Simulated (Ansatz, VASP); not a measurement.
## One calculation of Pt, two programs

```
Pt
1.0
     0.00000    1.96090    1.96090
     1.96090    0.00000    1.96090
     1.96090    1.96090    0.00000
Pt
1
Direct
  0.00000 0.00000 0.00000
```

Alike in both runs: functional LDA; k mesh 7 × 7 × 7; occupations fermi-dirac, width 0.05 eV; no spin polarisation.

|  | VASP | Ansatz |
| --- | --- | --- |
| version | VASP 6.6.1 | Ansatz 0.2.0 |
| potentials or method | VASP PAW LDA potentials, release 64 (Pt) | Ansatz PAW |
| plane-wave cutoff (eV) | 520 | 420 |
| valence electrons in the cell | 10 | 18 |
| task | single point | band structure |

```csv
,VASP,Ansatz,Ansatz less VASP
gap on the k mesh at the Fermi level (eV),none,none,-
pressure (GPa),-3.8,-4.6,-0.76
```

LDA's correlation is that of Perdew and Zunger in VASP and of Perdew and Wang (1992) in Ansatz. A gap of «none» marks a metal or a gap that the smearing closes. VASP's potentials hold 10 valence electrons a cell and Ansatz's 18, so a difference there can come from the potentials and not from the codes.

The k mesh is coarse, so the values compare programs but aren't converged. Spin-orbit coupling is off throughout.
